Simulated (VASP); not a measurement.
InRu2, 3 atoms in the cell. The cell holds a slab with vacuum, 3 atoms: a = 2.807 Å, b = 2.807 Å, c = 13.338 Å, α = 90.00°, β = 90.00°, γ = 120.00°. 

- Program: VASP 6.6.1
- Task: single point
- Functional: PBE
- Potentials or basis: VASP PAW PBE potentials, release 64 (In_d, Ru_pv)
- Cutoff: 520 eV
- k mesh: 6 × 6 × 2
- Occupations: gaussian, width 0.1 eV
- Spin: collinear spin, ferromagnetic start
- Starting moments: [0.0, 1.0, 1.0] μB
- Dipole correction: no
- Further INCAR settings: ALGO = Normal; EDIFF = 1e-06; NBANDS = 32

Potentials or basis: VASP PAW PBE potentials, release 64 (In_d, Ru_pv).

Run with:

```sh
$ cat potpaw_PBE.64/In_d/POTCAR potpaw_PBE.64/Ru_pv/POTCAR > POTCAR
$ mpirun -np 1 vasp_std > vasp.out
```

Hardware: 1 thread of Intel(R) Xeon(R) 6975P-C (Granite Rapids), on a shared host.

Q: Estimate the wall time of this run.

A: Wall time 53 s on 1 thread of Intel(R) Xeon(R) 6975P-C (Granite Rapids), with other jobs on the host, peak memory 0.3 GiB. Counts: scf iterations 17, k points 14.
